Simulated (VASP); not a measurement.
Write the native input for VASP 6.6.1 that does the following.

```
Task                   : single point
Functional             : r2SCAN
Potentials or basis    : VASP PAW PBE potentials, release 64 (Li_sv, F)
Cutoff                 : 520 eV
k mesh                 : 10 × 10 × 10
Occupations            : gaussian, width 0.01 eV
Spin                   : no spin polarisation
Dipole correction      : no
Further INCAR settings : ALGO = Normal; EDIFF = 1e-06; NBANDS = 12
```

The system is LiF.

```
Li F
1.0
     0.00000    1.91508    1.91508
     1.91508    0.00000    1.91508
     1.91508    1.91508    0.00000
Li F
1 1
Direct
  0.00000 0.00000 0.00000
  0.50000 0.50000 0.50000
```

This cell differs from its parent crystal: strain -4.0%.

The input as run:

POSCAR

```
LiF
1.0
    0.0000000000      1.9150768680      1.9150768680
    1.9150768680      0.0000000000      1.9150768680
    1.9150768680      1.9150768680      0.0000000000
Li F
1 1
Direct
    0.0000000000      0.0000000000      0.0000000000
    0.5000000000      0.5000000000      0.5000000000
```

INCAR.step1

```
SYSTEM = LiF
PREC     = Accurate       ! precision mode
ENCUT    = 520            ! plane-wave cutoff, eV
ISMEAR   = 0              ! smearing method
SIGMA    = 0.01           ! smearing width, eV
LREAL    = .False.        ! projectors in reciprocal space
LASPH    = .True.         ! aspherical terms in the spheres
NELM     = 80             ! most SCF steps
NBANDS   = 12             ! bands
GGA      = PE             ! functional
ALGO     = Normal         ! electronic algorithm
EDIFF    = 1E-4           ! SCF threshold, eV
LWAVE    = .True.         ! write WAVECAR
LCHARG   = .False.        ! write CHGCAR
```

INCAR.step2

```
SYSTEM = LiF
PREC     = Accurate       ! precision mode
ENCUT    = 520            ! plane-wave cutoff, eV
EDIFF    = 1E-6           ! SCF threshold, eV
ISMEAR   = 0              ! smearing method
SIGMA    = 0.01           ! smearing width, eV
LREAL    = .False.        ! projectors in reciprocal space
LASPH    = .True.         ! aspherical terms in the spheres
NELM     = 80             ! most SCF steps
ALGO     = Normal         ! electronic algorithm
ISIF     = 2              ! what is computed and relaxed
LWAVE    = .False.        ! write WAVECAR
LCHARG   = .False.        ! write CHGCAR
METAGGA  = R2SCAN         ! meta-GGA
LMIXTAU  = .True.       
NBANDS   = 12             ! bands
ISTART   = 1
```

KPOINTS

```
regular mesh
0
Gamma
  10 10 10
  0 0 0
```

Potentials or basis: VASP PAW PBE potentials, release 64 (Li_sv, F).

Command:

```bash
$ cat potpaw_PBE.64/Li_sv/POTCAR potpaw_PBE.64/F/POTCAR > POTCAR
$ cp INCAR.step1 INCAR
$ mpirun -np 1 vasp_std > vasp.out
$ cp INCAR.step2 INCAR
$ mpirun -np 1 vasp_std > vasp.out
```

Results of the run:

* Band gap on the k mesh: 11.81 eV, direct

Caveat: the cell differs from its parent crystal (strain -4.0%).

Wall time 81 s on 1 thread of AMD EPYC 7571, with other jobs on the host, peak memory 0.09 GiB.
